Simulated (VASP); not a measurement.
# Ta (Im-3m) in VASP: a series of runs

Runs on Ta. Level: PBEsol. Tasks: single point, relaxation of cell and atoms.

Everything below comes from runs of VASP 6.6.1. Logs are shortened: lines on timing, memory, paths and dates and some standing lists are left out, and cuts for length are marked.

## (1) The cell of the first run

Symmetry: Im-3m, No. 229, cubic system. Conventional cell: a = 3.291 Å, b = 3.291 Å, c = 3.291 Å, α = 90.00°, β = 90.00°, γ = 90.00°. Ta (site symmetry m-3m) has 14 Ta at 2.85 to 3.29 Å within 3.8 Å.

## (2) Single point, PBEsol

INCAR

```
SYSTEM = Ta
PREC = Accurate
ENCUT = 520
EDIFF = 1E-6
ISMEAR = 1
SIGMA = 0.1
LREAL = .False.
LASPH = .True.
NELM = 100
ALGO = Normal
ISIF = 2
LWAVE = .False.
LCHARG = .False.
GGA = PS
NBANDS = 12
```

KPOINTS

```
Automatic mesh
0
Gamma
  10 10 10
  0 0 0
```

POSCAR

```
Ta
1.0
   -1.6454655277      1.6454655277      1.6454655277
    1.6454655277     -1.6454655277      1.6454655277
    1.6454655277      1.6454655277     -1.6454655277
Ta
1
Direct
    0.0000000000      0.0000000000      0.0000000000
```

Potentials or basis: VASP PAW PBE potentials, release 64 (Ta_pv).

Run with:

```
$ cat potpaw_PBE.64/Ta_pv/POTCAR > POTCAR
$ mpirun -np 1 vasp_std > vasp.out
```

OUTCAR:

```text
SYSTEM = Ta
   PREC = Accurate
   ENCUT = 520
   EDIFF = 1E-6
   ISMEAR = 1
   LREAL = .False.
   LASPH = .True.
   NELM = 100
   ISIF = 2
   GGA = PS

 ion  position               nearest neighbor table
   1  0.000  0.000  0.000-

  LATTYP: Found a body centered cubic cell.
 ALAT       =     3.2909310554

  Lattice vectors:

 A1 = (  -1.6454655277,   1.6454655277,   1.6454655277)
 A2 = (   1.6454655277,  -1.6454655277,   1.6454655277)
 A3 = (   1.6454655277,   1.6454655277,  -1.6454655277)

Analysis of symmetry for initial positions (statically):
=====================================================================
 Subroutine PRICEL returns:
 Original cell was already a primitive cell.

 Routine SETGRP: Setting up the symmetry group for a
 body centered cubic supercell.

 Subroutine GETGRP returns: Found 48 space group operations
 (whereof 48 operations were pure point group operations)
 out of a pool of 48 trial point group operations.

The static configuration has the point symmetry O_h .

Analysis of symmetry for dynamics (positions and initial velocities):
=====================================================================
 Subroutine PRICEL returns:
 Original cell was already a primitive cell.

 Routine SETGRP: Setting up the symmetry group for a
 body centered cubic supercell.

 Subroutine GETGRP returns: Found 48 space group operations
 (whereof 48 operations were pure point group operations)
 out of a pool of 48 trial point group operations.

The dynamic configuration has the point symmetry O_h .

 Subroutine INISYM returns: Found 48 space group operations
 (whereof 48 operations are pure point group operations),
 and found     1 'primitive' translations

----------------------------------------------------------------------------------------

                                     Primitive cell

  volume of cell :      17.8208

  direct lattice vectors                    reciprocal lattice vectors
    -1.645465528  1.645465528  1.645465528     0.000000000  0.303865375  0.303865375
     1.645465528 -1.645465528  1.645465528     0.303865375  0.000000000  0.303865375
     1.645465528  1.645465528 -1.645465528     0.303865375  0.303865375  0.000000000

  length of vectors
     2.850029896  2.850029896  2.850029896     0.429730535  0.429730535  0.429730535

  position of ions in fractional coordinates (direct lattice)
     0.000000000  0.000000000  0.000000000

  ion indices of the primitive-cell ions
   primitive index   ion index
                 1           1

----------------------------------------------------------------------------------------

 KPOINTS: Automatic mesh

Automatic generation of k-mesh.
 Grid dimensions read from file:
 generate k-points for:   10   10   10

 Generating k-lattice:

  Cartesian coordinates                     Fractional coordinates (reciprocal lattice)
     0.000000000  0.030386538  0.030386538     0.100000000  0.000000000  0.000000000
     0.030386538  0.000000000  0.030386538     0.000000000  0.100000000  0.000000000
     0.030386538  0.030386538  0.000000000     0.000000000  0.000000000  0.100000000

  Length of vectors
     0.042973053  0.042973053  0.042973053

  Shift w.r.t. Gamma in fractional coordinates (k-lattice)
     0.000000000  0.000000000  0.000000000

 Subroutine IBZKPT returns following result:
 ===========================================

 Found     47 irreducible k-points:

 Following reciprocal coordinates:
            Coordinates               Weight
  0.000000  0.000000  0.000000      1.000000
  0.100000  0.000000  0.000000     12.000000
  0.200000  0.000000  0.000000     12.000000
  0.300000  0.000000  0.000000     12.000000
  0.400000  0.000000  0.000000     12.000000
  0.500000  0.000000  0.000000      6.000000
[... 16 lines left out ...]
  0.300000  0.300000  0.100000      8.000000
 -0.300000  0.300000  0.100000     24.000000
 [... further k-points ...]
   k-points           NKPTS =     47   k-points in BZ     NKDIM =     47   number of bands    NBANDS=     12
   number of dos      NEDOS =    301   number of ions     NIONS =      1
   total plane-waves  NPLWV =  13824
   dimension x,y,z NGX =    24 NGY =   24 NGZ =   24
   dimension x,y,z NGXF=    48 NGYF=   48 NGZF=   48
   ions per type =               1
   NGX,Y,Z   is equivalent  to a cutoff of  14.00, 14.00, 14.00 a.u.
   NGXF,Y,Z  is equivalent  to a cutoff of  28.00, 28.00, 28.00 a.u.
 SYSTEM =  Ta
   PREC   = accura    normal or accurate (medium, high low for compatibility)
   ISTART =      0    job   : 0-new  1-cont  2-samecut
   ICHARG =      2    charge: 1-file 2-atom 10-const
   ISPIN  =      1    spin polarized calculation?
   LNONCOLLINEAR =      F non collinear calculations
   LSORBIT =      F    spin-orbit coupling
   LASPH  =      T    aspherical Exc in radial PAW
   ENCUT  =  520.0 eV  38.22 Ry    6.18 a.u.   5.30  5.30  5.30*2*pi/ulx,y,z
   NELM   =    100;   NELMIN=  2; NELMDL= -5     # of ELM steps
   EDIFF  = 0.1E-05   stopping-criterion for ELM
   LREAL  =      F    real-space projection
   EDIFFG = 0.1E-04   stopping-criterion for IOM
   NSW    =      0    number of steps for IOM
   IBRION =     -1    ionic relax: 0-MD 1-quasi-New 2-CG
   NFREE  =      0    steps in history (QN), initial steepest desc. (CG)
   ISIF   =      2    stress and relaxation
   ISYM   =      2    0-nonsym 1-usesym 2-fastsym
   POTIM  = 0.5000    time-step for ionic-motion
   TEBEG  =    0.0;   TEEND  =   0.0 temperature during run
   PSTRESS=    0.0 pullay stress
   NELECT =      11.0000    total number of electrons
   NUPDOWN=      -1.0000    fix difference up-down
   EMIN   =  10.00;   EMAX   =-10.00  energy-range for DOS
   EFERMI =   0.00;   METHOD = LEGACY
   ISMEAR =     1;   SIGMA  =   0.10  broadening in eV -4-tet -1-fermi 0-gaus
   EFERMI_NEDOS =   21; number of points for ismear=-14 and -15
   IALGO  =     38    algorithm
   IMIX   =      4    mixing-type and parameters
     AMIX     =   0.40;   BMIX     =  1.00
     AMIX_MAG =   1.60;   BMIX_MAG =  1.00
  volume/ion in A,a.u.               =      17.82       120.26
  Fermi-wavevector in a.u.,A,eV,Ry     =   1.393896  2.634081 26.435374  1.942945
  Thomas-Fermi vector in A             =   2.517497
   LORBIT       =      0    0 simple, 1 ext, 2 COOP (PROOUT), +10 PAW based schemes
   GGA     = PS    functional components
   LHFCALC =     F    Hartree Fock is set to
   AEXX    =    0.0000 exact exchange contribution
   IVDW    =     0    specifies the selected vdW correction
   LEPSILON=     F    determine dielectric tensor
   LRPA    =     F    only Hartree local field effects (RPA)
 non-spin polarized calculation
 Methfessel and Paxton  Order N= 1 SIGMA  =   0.10
  energy-cutoff  :      520.00
  volume of cell :       17.82
 maximum number of plane-waves:       490
 NGX is ok and might be reduce to    24
   NGX = 11   NGY = 11   NGZ = 11

 number of electron      11.0000002 magnetization

 Free energy of the ion-electron system (eV)
  ---------------------------------------------------
  ext. energy  EPLUGINS =         0.00000000
  ---------------------------------------------------
  free energy    TOTEN  =       -12.54483335 eV

  energy without entropy =      -12.54504132  energy(sigma->0) =      -12.54490268

 E-fermi :   5.4460     XC(G=0): -12.7888

 val. band max:        5.3873047332   @ k =  -0.4000   0.4000   0.1000
 cond. band min:       5.4590196105   @ k =   0.1000   0.1000   0.0000
 fundamental gap:      0.0717148772
 Fermi energy:         5.4459735962

 k-point     1 :       0.0000    0.0000    0.0000
  band No.  band energies     occupation
      1     -27.6139      2.00000
      2     -27.6139      2.00000
      3     -27.6139      2.00000
      4      -2.5610      2.00000
      5       6.1055     -0.00000
      6       6.1055     -0.00000
      7       6.1055     -0.00000
      8       9.4192      0.00000
      9       9.4192      0.00000
     10      20.0542      0.00000
     11      20.5039      0.00000
     12      20.5039      0.00000

 k-point     2 :       0.1000    0.0000    0.0000
  band No.  band energies     occupation
      1     -27.7405      2.00000
      2     -27.6529      2.00000
      3     -27.6147      2.00000
      4      -2.1144      2.00000
      5       5.8225     -0.00000
      6       6.0044     -0.00000
      7       6.5484     -0.00000
      8       9.0140      0.00000
      9       9.4240      0.00000
     10      20.0536      0.00000
     11      20.8824      0.00000
     12      21.2844      0.00000

 k-point     3 :       0.2000    0.0000    0.0000
  band No.  band energies     occupation
      1     -28.0606      2.00000
      2     -27.7533      2.00000
      3     -27.6166      2.00000
      4      -0.9402      2.00000
      5       5.1648      2.00052
      6       5.5425     -0.04225
      7       7.8319      0.00000
      8       8.7134      0.00000
      9       9.5051      0.00000
     10      20.0510      0.00000
     11      21.2080      0.00000
     12      23.0222      0.00000
[... 286 lines left out ...]
 k-point    23 :       0.3000    0.3000    0.1000
  band No.  band energies     occupation
      1     -28.3940      2.00000
      2     -28.3940      2.00000
      3     -27.8789      2.00000
      4       3.0930      2.00000
      5       4.4800      2.00000
      6       4.4800      2.00000
      7      10.2843      0.00000
      8      10.2843      0.00000
      9      13.4430      0.00000
     10      17.6407      0.00000
     11      17.6407      0.00000
     12      20.0635      0.00000

 k-point    24 :      -0.3000    0.3000    0.1000
  band No.  band energies     occupation
      1     -28.4192      2.00000
      2     -27.9182      2.00000
      3     -27.7116      2.00000
      4       0.7598      2.00000
      5       4.8925      2.00000
      6       5.0087      2.00000
      7       7.9692      0.00000
      8       9.6465      0.00000
      9      10.4005      0.00000
     10      19.5196      0.00000
     11      20.0776      0.00000
     12      22.2622      0.00000

 [... further k-points ...]
[... 5 lines left out ...]
  --------------------------------------------------------------------------------------
  -------------------------------------------------------------------------------------
  Total        0.0323539      0.0323539      0.0323539      0.0000000     -0.0000000     -0.0000000
  in kB        2.9087764      2.9087764      2.9087764      0.0000000     -0.0000000     -0.0000000
  external PRESSURE =       2.9087764 kB  Pullay stress =       0.0000000 kB

 VOLUME and BASIS-vectors are now :
 -----------------------------------------------------------------------------
  energy-cutoff  :      520.00
  volume of cell :       17.82
      direct lattice vectors                 reciprocal lattice vectors
    -1.645465528  1.645465528  1.645465528     0.000000000  0.303865375  0.303865375
     1.645465528 -1.645465528  1.645465528     0.303865375  0.000000000  0.303865375
     1.645465528  1.645465528 -1.645465528     0.303865375  0.303865375  0.000000000

 POSITION                                       TOTAL-FORCE (eV/Angst)
 -----------------------------------------------------------------------------------
      0.00000      0.00000      0.00000        -0.000000      0.000000      0.000000
 -----------------------------------------------------------------------------------
    total drift:                                0.000000      0.000000     -0.000000

  FREE ENERGIE OF THE ION-ELECTRON SYSTEM (eV)
  ---------------------------------------------------
  free  energy   TOTEN  =       -12.5448333520 eV

  energy  without entropy=      -12.5450413233  energy(sigma->0) =      -12.54490268
```

Run time: 4.1 s. Hardware: 1 thread of Intel Xeon 6975P-C (Granite Rapids), shared host; peak memory 0.14 GiB.

Results:

```
Free energy : -12.5448 eV
Pressure    : 0.3 GPa
```

Caveat: the PAW data sets were made with another functional, which shifts forces and pressure a little; spin-orbit coupling is left out, which moves the levels of the heavy elements.

## (3) Relaxation of cell and atoms, PBEsol

This run uses another cell than the first one, of 18.01 Å³/atom, 1.011 times its volume.

INCAR

```
SYSTEM = Ta
PREC = Accurate ; ENCUT = 600
EDIFF = 1E-6 ; ISMEAR = 1
SIGMA = 0.1 ; LREAL = .FALSE.
LASPH = .TRUE. ; NELM = 60
ALGO = Normal ; ISIF = 3
LWAVE = .FALSE. ; LCHARG = .FALSE.
GGA = PS ; IBRION = 2
NSW = 80 ; EDIFFG = -0.01
```

KPOINTS

```
Automatic mesh
0
G
  10 10 10
  0 0 0
```

POSCAR

```
Ta
1.0
   -1.6512800000      1.6512800000      1.6512800000
    1.6512800000     -1.6512800000      1.6512800000
    1.6512800000      1.6512800000     -1.6512800000
Ta
1
Direct
    0.0000000000      0.0000000000      0.0000000000
```

Potentials or basis: VASP PAW PBE potentials, release 64 (Ta_pv).

Run with:

```
$ cat potpaw_PBE.64/Ta_pv/POTCAR > POTCAR
$ mpirun -np 1 vasp_std > vasp.out
```

Wall time 7.6 s (1 thread of Intel Xeon 6975P-C (Granite Rapids), shared host); peak memory 0.14 GiB.

It converged, with:

- Free energy: -12.5451 eV
- Relaxed volume: 17.85 Å³/atom
- Relaxed cell: a = 2.851 Å, b = 2.851 Å, c = 2.851 Å, α = 109.47°, β = 109.47°, γ = 109.47°
- Space group after relaxing (to 0.05 Å): Im-3m (No. 229)
- Energy gained by relaxing: 1.0 meV/atom
- Ionic steps: 3
- Pressure after relaxing: 0.0 GPa

The path:
| step | energy change (eV) | largest force (eV/Å) | pressure (GPa) | volume (Å³) |
| --- | --- | --- | --- | --- |
| 1 | 0.0000 | 0.0000 | -1.89 | 18.01 |
| 2 | 0.0047 | 0.0000 | 4.81 | 17.46 |
| 3 | -0.0010 | 0.0000 | -0.01 | 17.85 |

Final structure:
```
CELL_PARAMETERS angstrom
-1.64629 1.64629 1.64629
1.64629 -1.64629 1.64629
1.64629 1.64629 -1.64629
ATOMIC_POSITIONS crystal
Ta 0.00000 0.00000 0.00000
```

Levels at points of the mesh, in eV from the Fermi level:
| k point | band 3 | band 4 | band 5 | band 6 | band 7 | band 8 |
| --- | --- | --- | --- | --- | --- | --- |
| (0.00, 0.00, 0.00) | -33.07 | -8.00 | 0.66 | 0.66 | 0.66 | 3.97 |
| (0.50, 0.00, 0.00) | -33.07 | -4.47 | -1.64 | 1.62 | 3.85 | 4.89 |
| (0.50, 0.50, 0.50) | -33.91 | -3.91 | -3.91 | 6.85 | 6.85 | 6.85 |

Caveat: the PAW data sets were made with another functional, which shifts forces and pressure a little; spin-orbit coupling is left out, which moves the levels of the heavy elements.
